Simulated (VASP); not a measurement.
Wanted: the native input for a VASP 6.6.1 run.

| Item | Value |
| --- | --- |
| Task | single point |
| Functional | LDA |
| Potentials or basis | VASP PAW LDA potentials, release 64 (V_sv) |
| Cutoff | 520 eV |
| k mesh | 13 × 13 × 13 |
| Occupations | fermi-dirac, width 0.05 eV |
| Spin | no spin polarisation |
| Dipole correction | no |
| Further INCAR settings | ALGO = Normal; EDIFF = 1e-07; NBANDS = 20 |

The structure of V lies in POSCAR:

```
V
1.0
    0.0000000000      2.5472555230      2.5472555230
    2.5472555230      0.0000000000      2.5472555230
    2.5472555230      2.5472555230      0.0000000000
V
2
Direct
   -0.1250000000     -0.1250000000     -0.1250000000
    0.1250000000      0.1250000000      0.1250000000
```

These files were run (other wordings do the same):

INCAR

```
  PREC = Accurate
  ENCUT = 520
  EDIFF = 1E-7
  ISMEAR = -1
  SIGMA = 0.05
  LREAL = F
  LASPH = T
  NELM = 60
  ALGO = Normal
  ISIF = 2
  LWAVE = F
  LCHARG = T
  GGA = CA
  LELF = T
  LVHAR = T
  NBANDS = 20
```

KPOINTS

```
regular mesh
0
Gamma
  13 13 13
```

Potentials or basis: VASP PAW LDA potentials, release 64 (V_sv).

Launch:

```bash
$ cat potpaw_LDA.64/V_sv/POTCAR > POTCAR
$ mpirun -np 1 vasp_std > vasp.out
```

It gave:

The pressure is 1.0 GPa and the band gap on the k mesh is zero (band 13 reaches 7.73 eV, above the bottom of band 14 at 6.51 eV).

It took 47 s on 1 thread of Intel(R) Xeon(R) Platinum 8259CL CPU @ 2.50GHz (Skylake/Cascade Lake), with other jobs on the host, peak memory 0.16 GiB.
